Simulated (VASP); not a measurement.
# Ge (P6_3mc) in VASP: notebook

The runs below take Ge through single point, with r2SCAN, LDA.

All numbers are computed with VASP 6.6.1; they aren't measurements. Logs are shortened: lines on timing, memory, paths and dates and some standing lists are left out, and cuts for length are marked.

### Step 1. The cell of the first run

Symmetry: P6_3mc, No. 186, hexagonal system. Conventional cell: a = 4.130 Å, b = 4.130 Å, c = 11.209 Å, α = 90.00°, β = 90.00°, γ = 120.00°. Within 3.3 Å of Ge (site symmetry 3m) lie 3 Ge at 2.49 Å. Ge (site symmetry 3m) has 3 Ge at 2.49 Å within 3.3 Å.

### Step 2. Single point, r2SCAN

POSCAR

```
Ge
1.0
    4.1298444020      0.0000000000      0.0000000000
   -2.0649222010      3.5765501658      0.0000000000
    0.0000000000      0.0000000000     11.2089697979
Ge
4
Direct
    0.6666666667      0.3333333333      0.4148480000
    0.3333333333      0.6666666667      0.9148480000
    0.0000000000      0.0000000000      0.4774520000
    0.0000000000      0.0000000000      0.9774520000
```

INCAR.step1

```
  PREC = Accurate
  ENCUT = 520
  ISMEAR = -1
  SIGMA = 0.05
  LREAL = False
  LASPH = True
  NELM = 80
  NBANDS = 36
  GGA = PE
  ALGO = Normal
  EDIFF = 1E-4
  LWAVE = True
  LCHARG = False
```

INCAR.step2

```
  PREC = Accurate
  ENCUT = 520
  EDIFF = 1E-7
  ISMEAR = -1
  SIGMA = 0.05
  LREAL = False
  LASPH = True
  NELM = 80
  ALGO = Normal
  ISIF = 2
  LWAVE = False
  LCHARG = True
  METAGGA = R2SCAN
  LMIXTAU = True
  LELF = True
  LVHAR = True
  NBANDS = 36
  ISTART = 1
```

KPOINTS

```
Automatic mesh
0
Gamma
  6 6 2
```

Potentials or basis: VASP PAW PBE potentials, release 64 (Ge_d).

Command:

```bash
cat potpaw_PBE.64/Ge_d/POTCAR > POTCAR
cp INCAR.step1 INCAR
mpirun -np 1 vasp_std > vasp.out
cp INCAR.step2 INCAR
mpirun -np 1 vasp_std > vasp.out
```

OUTCAR:

```text
PREC = Accurate
   ENCUT = 520
   EDIFF = 1E-7
   ISMEAR = -1
   LREAL = False
   LASPH = True
   NELM = 80
   ISIF = 2
   METAGGA = R2SCAN
   ISTART = 1

 ion  position               nearest neighbor table
   1  0.667  0.333  0.415-   3 2.49   3 2.49   3 2.49
   2  0.333  0.667  0.915-   4 2.49   4 2.49   4 2.49
   3  0.000  0.000  0.477-   1 2.49   1 2.49   1 2.49
   4  0.000  0.000  0.977-   2 2.49   2 2.49   2 2.49

  LATTYP: Found a hexagonal cell.
 ALAT       =     4.1298444020
 C/A-ratio  =     2.7141385260

  Lattice vectors:

 A1 = (   4.1298444020,   0.0000000000,   0.0000000000)
 A2 = (  -2.0649222010,   3.5765501658,   0.0000000000)
 A3 = (   0.0000000000,   0.0000000000,  11.2089697979)

Analysis of symmetry for initial positions (statically):
=====================================================================
 Subroutine PRICEL returns:
 Original cell was already a primitive cell.

 Routine SETGRP: Setting up the symmetry group for a
 hexagonal supercell.

 Subroutine GETGRP returns: Found 12 space group operations
 (whereof  6 operations were pure point group operations)
 out of a pool of 24 trial point group operations.

The static configuration has the point symmetry C_3v.
 The point group associated with its full space group is C_6v.

Analysis of symmetry for dynamics (positions and initial velocities):
=====================================================================
 Subroutine PRICEL returns:
 Original cell was already a primitive cell.

 Routine SETGRP: Setting up the symmetry group for a
 hexagonal supercell.

 Subroutine GETGRP returns: Found 12 space group operations
 (whereof  6 operations were pure point group operations)
 out of a pool of 24 trial point group operations.

The dynamic configuration has the point symmetry C_3v.
 The point group associated with its full space group is C_6v.

 Subroutine INISYM returns: Found 12 space group operations
 (whereof  6 operations are pure point group operations),
 and found     1 'primitive' translations

----------------------------------------------------------------------------------------

                                     Primitive cell

  volume of cell :     165.5632
[... 76 lines left out ...]
   ISPIN  =      1    spin polarized calculation?
   LNONCOLLINEAR =      F non collinear calculations
   LSORBIT =      F    spin-orbit coupling
   LASPH  =      T    aspherical Exc in radial PAW
   ENCUT  =  520.0 eV  38.22 Ry    6.18 a.u.   7.68  7.68 20.84*2*pi/ulx,y,z
   NELM   =     80;   NELMIN=  2; NELMDL=  0     # of ELM steps
   EDIFF  = 0.1E-06   stopping-criterion for ELM
   LREAL  =      F    real-space projection
   EDIFFG = 0.1E-05   stopping-criterion for IOM
   NSW    =      0    number of steps for IOM
   IBRION =     -1    ionic relax: 0-MD 1-quasi-New 2-CG
   NFREE  =      0    steps in history (QN), initial steepest desc. (CG)
   ISIF   =      2    stress and relaxation
   ISYM   =      2    0-nonsym 1-usesym 2-fastsym
   POTIM  = 0.5000    time-step for ionic-motion
   TEBEG  =    0.0;   TEEND  =   0.0 temperature during run
   PSTRESS=    0.0 pullay stress
   NELECT =      56.0000    total number of electrons
   NUPDOWN=      -1.0000    fix difference up-down
   EMIN   =  10.00;   EMAX   =-10.00  energy-range for DOS
   EFERMI =   0.00;   METHOD = LEGACY
   ISMEAR =    -1;   SIGMA  =   0.05  broadening in eV -4-tet -1-fermi 0-gaus
   EFERMI_NEDOS =   21; number of points for ismear=-14 and -15
   IALGO  =     38    algorithm
   IMIX   =      4    mixing-type and parameters
     AMIX     =   0.40;   BMIX     =  1.00
     AMIX_MAG =   1.60;   BMIX_MAG =  1.00
  volume/ion in A,a.u.               =      41.39       279.32
  Fermi-wavevector in a.u.,A,eV,Ry     =   1.140643  2.155502 17.702073  1.301066
  Thomas-Fermi vector in A             =   2.277344
   LORBIT       =      0    0 simple, 1 ext, 2 COOP (PROOUT), +10 PAW based schemes
   METAGGA = R2SCAN    functional components
   LHFCALC =     F    Hartree Fock is set to
   AEXX    =    0.0000 exact exchange contribution
   IVDW    =     0    specifies the selected vdW correction
   LEPSILON=     F    determine dielectric tensor
   LRPA    =     F    only Hartree local field effects (RPA)
 non-spin polarized calculation
  energy-cutoff  :      520.00
  volume of cell :      165.56
 maximum number of plane-waves:      4499
 NGX is ok and might be reduce to    32
   NGX = 15   NGY = 15   NGZ = 41

 number of electron      55.9999995 magnetization

 Free energy of the ion-electron system (eV)
  ---------------------------------------------------
  ext. energy  EPLUGINS =         0.00000000
  ---------------------------------------------------
  free energy    TOTEN  =       -53.01283112 eV

  energy without entropy =      -53.00073847  energy(sigma->0) =      -53.00678479

 E-fermi :   0.3480     XC(G=0):  -7.5356

 val. band max:        0.3466241850   @ k =   0.3333   0.3333   0.5000
 cond. band min:       0.3516752633   @ k =   0.3333   0.3333   0.5000
 fundamental gap:      0.0050510784
 Fermi energy:         0.3479973672

 k-point     1 :       0.0000    0.0000    0.0000
  band No.  band energies     occupation
      1     -24.8435      2.00000
      2     -24.8435      2.00000
      3     -24.8435      2.00000
      4     -24.8435      2.00000
      5     -24.8091      2.00000
      6     -24.8090      2.00000
[... 535 lines left out ...]
     35       6.6135      0.00000
     36       6.6135      0.00000

------------------------ aborting loop because EDIFF is reached ----------------------------------------

  FORCE on cell =-STRESS in cart. coord.  units (eV):
  Direction    XX          YY          ZZ          XY          YZ          ZX
  --------------------------------------------------------------------------------------
  -------------------------------------------------------------------------------------
  Total       -4.3226600     -4.3226600     -1.0174690      0.0000000     -0.0000000      0.0000000
  in kB      -41.8309718    -41.8309718     -9.8461867      0.0000000     -0.0000000      0.0000000
  external PRESSURE =     -31.1693768 kB  Pullay stress =       0.0000000 kB

 VOLUME and BASIS-vectors are now :
 -----------------------------------------------------------------------------
  energy-cutoff  :      520.00
  volume of cell :      165.56
      direct lattice vectors                 reciprocal lattice vectors
     4.129844402  0.000000000  0.000000000     0.242139873  0.139799521  0.000000000
    -2.064922201  3.576550166  0.000000000     0.000000000  0.279599042  0.000000000
     0.000000000  0.000000000 11.208969798     0.000000000  0.000000000  0.089214265

 POSITION                                       TOTAL-FORCE (eV/Angst)
 -----------------------------------------------------------------------------------
      2.06492      1.19218      4.65002        -0.000000      0.000000      0.344846
     -0.00000      2.38437     10.25450         0.000000     -0.000000      0.344846
      0.00000      0.00000      5.35175        -0.000000      0.000000     -0.344846
      0.00000      0.00000     10.95623         0.000000      0.000000     -0.344846
 -----------------------------------------------------------------------------------
    total drift:                               -0.000000     -0.000001     -0.003828

  FREE ENERGIE OF THE ION-ELECTRON SYSTEM (eV)
  ---------------------------------------------------
  free  energy   TOTEN  =       -53.0128311176 eV

  energy  without entropy=      -53.0007384680  energy(sigma->0) =      -53.00678479
```

OSZICAR.step1:

```text
N       E                     dE             d eps       ncg     rms          rms(c)
DAV:   1     0.513518834770E+03    0.51352E+03   -0.28373E+04  1168   0.343E+03
DAV:   2     0.725929797703E+02   -0.44093E+03   -0.43045E+03  1008   0.804E+02
DAV:   3    -0.112268487628E+02   -0.83820E+02   -0.83136E+02  1156   0.203E+02
DAV:   4    -0.161581723161E+02   -0.49313E+01   -0.49145E+01  1168   0.563E+01
DAV:   5    -0.163146033685E+02   -0.15643E+00   -0.15636E+00  1180   0.113E+01    0.376E+00
DAV:   6    -0.161470183043E+02    0.16759E+00   -0.14777E-01  1112   0.397E+00    0.222E+00
DAV:   7    -0.160525639344E+02    0.94454E-01   -0.28954E-01  1492   0.425E+00    0.251E-01
DAV:   8    -0.160618983498E+02   -0.93344E-02   -0.51699E-02  1124   0.319E+00    0.165E-01
DAV:   9    -0.160638316624E+02   -0.19333E-02   -0.69253E-03  1152   0.263E+00    0.759E-02
DAV:  10    -0.160641540928E+02   -0.32243E-03   -0.10051E-03  1132   0.186E+00    0.304E-02
DAV:  11    -0.160642991088E+02   -0.14502E-03   -0.78891E-04  1196   0.350E-01    0.169E-02
DAV:  12    -0.160643511086E+02   -0.52000E-04   -0.17044E-04   744   0.240E-01
   1 F= -.16064351E+02 E0= -.16057756E+02  d E =-.131909E-01
```

Run time: 3.4 min. Hardware: 1 thread of Intel Xeon 6975P-C (Granite Rapids), shared host; peak memory 0.33 GiB.

Results:

- Free energy: -53.0128 eV
- Pressure: -3.1 GPa
- Largest force: 0.345 eV/Å
- Band gap on the k mesh: zero (filled and empty bands touch)

Forces in eV/Å, atoms in the order of the input:
```
Ge   0.000  0.000  0.345
Ge   0.000  0.000  0.345
Ge   0.000  0.000 -0.345
Ge   0.000  0.000 -0.345
```

Caveat: the PAW data sets were made with another functional, which shifts forces and pressure a little.

### Step 3. Single point, LDA

This run uses another cell than the first one, of 36.71 Å³/atom, 0.887 times its volume.

INCAR

```
SYSTEM = Ge
PREC = Accurate
ENCUT = 520
EDIFF = 1E-7
ISMEAR = -1
SIGMA = 0.05
LREAL = .FALSE.
LASPH = .TRUE.
NELM = 80
ALGO = Normal
ISIF = 2
LWAVE = .FALSE.
LCHARG = .FALSE.
NBANDS = 36
```

KPOINTS

```
Automatic mesh
0
G
  6 6 2
  0 0 0
```

POSCAR

```
Ge
1.0
    3.9677200192      0.0000000000      0.0000000000
   -1.9838600096      3.4361463317      0.0000000000
    0.0000000000      0.0000000000     10.7689417645
Ge
4
Direct
    0.6666666667      0.3333333333      0.4148480000
    0.3333333333      0.6666666667      0.9148480000
    0.0000000000      0.0000000000      0.4774520000
    0.0000000000      0.0000000000      0.9774520000
```

Potentials or basis: VASP PAW LDA potentials, release 64 (Ge_d).

Command:

```bash
cat potpaw_LDA.64/Ge_d/POTCAR > POTCAR
mpirun -np 1 vasp_std > vasp.out
```

It took 63 s on 1 thread of Intel Xeon Platinum 8259CL at 2.50GHz (Skylake/Cascade Lake), shared host; peak memory 0.22 GiB.

It converged, with:

```yaml
Free_energy: -18.3244 eV
Pressure: -0.7 GPa
Largest_force: 0.110 eV/Å
Band_gap_on_the_k_mesh: zero (filled and empty bands touch)
```

Forces in eV/Å, atoms in the order of the input:
```
Ge   0.000  0.000  0.110
Ge   0.000  0.000  0.110
Ge   0.000  0.000 -0.110
Ge   0.000  0.000 -0.110
```

Stress tensor (GPa, compression positive):
```
-0.65  0.00  0.00
 0.00 -0.65  0.00
 0.00  0.00 -0.95
```

Levels at points of the mesh, in eV from the Fermi level:
```tsv
k point	band 25	band 26	band 27	band 28	band 29	band 30	band 31	band 32
(0.00, 0.00, 0.00)	-0.39	-0.39	-0.38	-0.38	0.65	0.82	1.49	3.96
(0.50, 0.00, 0.00)	-2.03	-2.00	-1.31	-1.09	0.58	0.85	1.63	1.70
(0.00, 0.00, 0.50)	-0.39	-0.39	-0.39	-0.39	0.68	0.68	2.59	2.59
(0.50, 0.00, 0.50)	-2.01	-2.01	-1.19	-1.19	0.65	0.65	1.67	1.67
```

### Step 4. Single point, LDA

This run uses another cell than the first one, of 37.49 Å³/atom, 0.906 times its volume.

INCAR

```
PREC = Accurate ; ENCUT = 520
EDIFF = 1E-7 ; ISMEAR = -1
SIGMA = 0.05 ; LREAL = F
LASPH = T ; NELM = 100
ALGO = Normal ; ISIF = 2
LWAVE = F ; LCHARG = F
NBANDS = 36
```

KPOINTS

```
regular mesh
0
Gamma
  6 6 2
```

POSCAR

```
Ge
1.0
    3.9956626301      0.0000000000      0.0000000000
   -1.9978313150      3.4603453426      0.0000000000
    0.0000000000      0.0000000000     10.8447818813
Ge
4
Direct
    0.6666666667      0.3333333333      0.4148480000
    0.3333333333      0.6666666667      0.9148480000
    0.0000000000      0.0000000000      0.4774520000
    0.0000000000      0.0000000000      0.9774520000
```

Command:

```bash
cat potpaw_LDA.64/Ge_d/POTCAR > POTCAR
mpirun -np 1 vasp_std > vasp.out
```

Run time: 67 s. Hardware: 1 thread of Intel Xeon Platinum 8259CL at 2.50GHz (Skylake/Cascade Lake), shared host; peak memory 0.23 GiB.

It converged, with:

```
Free energy            : -18.3038 eV
Pressure               : -1.4 GPa
Largest force          : 0.167 eV/Å
Band gap on the k mesh : zero (filled and empty bands touch)
```

Forces in eV/Å, atoms in the order of the input:
```
Ge   0.000  0.000  0.167
Ge   0.000  0.000  0.167
Ge   0.000  0.000 -0.167
Ge   0.000  0.000 -0.167
```

Stress tensor (GPa, compression positive):
```
-1.63  0.00  0.00
 0.00 -1.63  0.00
 0.00  0.00 -1.01
```

Levels at points of the mesh, in eV from the Fermi level:
```
           k point  band 25  band 26  band 27  band 28  band 29  band 30  band 31  band 32
(0.00, 0.00, 0.00)    -0.41    -0.41    -0.40    -0.40     0.51     0.69     1.51     3.89
(0.50, 0.00, 0.00)    -2.01    -1.98    -1.29    -1.08     0.58     0.84     1.59     1.66
(0.00, 0.00, 0.50)    -0.41    -0.41    -0.41    -0.41     0.55     0.55     2.57     2.57
(0.50, 0.00, 0.50)    -1.99    -1.99    -1.18    -1.18     0.65     0.65     1.64     1.64
```

### Step 5. Single point, LDA

This run uses another cell than the first one, of 38.27 Å³/atom, 0.925 times its volume.

INCAR

```
ALGO = Normal
EDIFF = 1E-7
ENCUT = 520
ISIF = 2
ISMEAR = -1
LASPH = True
LCHARG = False
LREAL = False
LWAVE = False
NBANDS = 36
NELM = 100
PREC = Accurate
SIGMA = 0.05
```

KPOINTS

```
k-points
0
Gamma
  6 6 2
```

POSCAR

```
Ge
1.0
    4.0232197949      0.0000000000      0.0000000000
   -2.0116098974      3.4842105474      0.0000000000
    0.0000000000      0.0000000000     10.9195758440
Ge
4
Direct
    0.6666666667      0.3333333333      0.4148480000
    0.3333333333      0.6666666667      0.9148480000
    0.0000000000      0.0000000000      0.4774520000
    0.0000000000      0.0000000000      0.9774520000
```

Command:

```bash
cat potpaw_LDA.64/Ge_d/POTCAR > POTCAR
mpirun -np 1 vasp_std > vasp.out
```

It took 66 s on 1 thread of Intel Xeon Platinum 8259CL at 2.50GHz (Skylake/Cascade Lake), shared host; peak memory 0.23 GiB.

It converged, with:

| Quantity | Value |
| --- | --- |
| Free energy | -18.2713 eV |
| Pressure | -2.0 GPa |
| Largest force | 0.215 eV/Å |
| Band gap on the k mesh | zero (filled and empty bands touch) |

Forces in eV/Å, atoms in the order of the input:
```
Ge   0.000  0.000  0.215
Ge   0.000  0.000  0.215
Ge   0.000  0.000 -0.215
Ge   0.000  0.000 -0.215
```

Stress tensor (GPa, compression positive):
```
-2.44  0.00  0.00
 0.00 -2.44  0.00
 0.00  0.00 -1.01
```

Levels at points of the mesh, in eV from the Fermi level:
```tsv
k point	band 25	band 26	band 27	band 28	band 29	band 30	band 31	band 32
(0.00, 0.00, 0.00)	-0.43	-0.43	-0.42	-0.42	0.38	0.58	1.53	3.82
(0.50, 0.00, 0.00)	-1.99	-1.96	-1.28	-1.08	0.58	0.83	1.56	1.63
(0.00, 0.00, 0.50)	-0.42	-0.42	-0.42	-0.42	0.43	0.43	2.56	2.56
(0.50, 0.00, 0.50)	-1.97	-1.97	-1.17	-1.17	0.65	0.65	1.61	1.61
```

[end of part 1 of 2]
